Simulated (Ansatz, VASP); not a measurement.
# MgO: VASP beside Ansatz

INCAR

```
SYSTEM = MgO
  ALGO = Normal
  EDIFF = 1E-6
  EDIFFG = -0.01
  ENCUT = 600
  GGA = RE
  IBRION = 2
  ISIF = 3
  ISMEAR = 0
  IVDW = 12
  LASPH = .True.
  LCHARG = .False.
  LREAL = .False.
  LWAVE = .False.
  NELM = 60
  NSW = 60
  PREC = Accurate
  SIGMA = 0.01
```

File KPOINTS:

```
k-points
0
Gamma
  11 11 11
  0 0 0
```

File POSCAR:

```
MgO
1.0
    0.0000000000      2.0970013927      2.0970013927
    2.0970013927      0.0000000000      2.0970013927
    2.0970013927      2.0970013927      0.0000000000
Mg O
1 1
Direct
    0.0000000000      0.0000000000      0.0000000000
    0.5000000000      0.5000000000      0.5000000000
```

input.yaml

```yaml
crystal:
  lattice:
    - [0.0, 2.0970013927, 2.0970013927]
    - [2.0970013927, 0.0, 2.0970013927]
    - [2.0970013927, 2.0970013927, 0.0]
  atoms:
    - { symbol: Mg, position: [0.0, 0.0, 0.0] }
    - { symbol: O, position: [0.5, 0.5, 0.5] }
hamiltonian:
  xc: revpbe
  pseudopotentials: { kind: nc, accuracy: standard }
  dispersion: d3bj
kpoints:
  mp_grid: { grid: [11, 11, 11] }
scf:
  occupations: { method: fixed }
output:
  forces: true
  stress: true
  write_density: true
  write_potential: true
  elf: true
  volumetric_format: npy
relax:
  f_tol: 0.01
  max_steps: 40
  cell: { stress_tol: 0.05 }
```

Alike in both runs: task relaxation of cell and atoms; functional revPBE; dispersion D3(BJ); k mesh 11 × 11 × 11; no spin polarisation.

```csv
,VASP,Ansatz
version,VASP 6.6.1,Ansatz 0.2.0
potentials or method,"VASP PAW PBE potentials, release 64 (Mg, O)",PseudoDojo standard (PBE files)
plane-wave cutoff (eV),600,1143
occupations,"gaussian, width 0.01 eV",fixed
valence electrons in the cell,8,16
```

Ansatz gave:

* gap on the k mesh at the Fermi level, each at its own relaxed structure (eV): 5.04
* relaxed volume (Å³/atom): 9.22
* relaxed length of the cell vector where the two differ most in proportion (Å): 2.965

**Question.** What did VASP give for the same quantities?

**Answer.** gap on the k mesh at the Fermi level, each at its own relaxed structure (eV): 4.99; relaxed volume (Å³/atom): 9.17; relaxed length of the cell vector where the two differ most in proportion (Å): 2.960.

VASP's potentials were made for PBE, not for revPBE. VASP's potentials hold 8 valence electrons a cell and Ansatz's 16, so a difference there can come from the potentials and not from the codes.

Noted on Ansatz's run: the potentials were made for another functional, which shifts forces and pressure; odd divisions of the mesh miss points on the zone boundary, where band edges often lie, so the gap on the mesh can be too wide; the plane-wave basis is chosen anew once the cell has moved, so the energies of steps on either side of that aren't comparable.
